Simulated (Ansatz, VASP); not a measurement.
Si: VASP beside Ansatz

```
CELL_PARAMETERS angstrom
-2.33580 2.33580 1.34920
2.33580 -2.33580 1.34920
2.33580 2.33580 -1.34920
ATOMIC_POSITIONS crystal
Si 0.25000 0.75000 0.50000
Si 0.50000 0.50000 0.00000
```

Change from the starting cell: strain -0.015 along x and y, +0.015 along z, atoms carried along.

Alike in both runs: task single point; functional LDA; k mesh 20 × 20 × 20; occupations gaussian, width 0.15 eV; no spin polarisation.

|  | VASP | Ansatz |
| --- | --- | --- |
| version | VASP 6.6.1 | Ansatz 0.2.0 |
| potentials or method | VASP PAW LDA potentials, release 64 (Si), cutoff 520 eV | scalar-relativistic, plane waves, PAW |
| valence electrons in the cell | 8 | 8 |

|  | VASP | Ansatz | Ansatz less VASP |
| --- | --- | --- | --- |
| gap on the k mesh at the Fermi level (eV) | none | none | - |
| pressure (GPa) | 1.6 | 1.6 | -0.08 |
| traceless stress, the component that is largest in VASP (GPa) | -3.53 | -3.51 | +0.021 |

LDA's correlation is that of Perdew and Zunger in VASP and of Perdew and Wang (1992) in Ansatz. A gap of «none» marks a metal or a gap that the smearing closes.
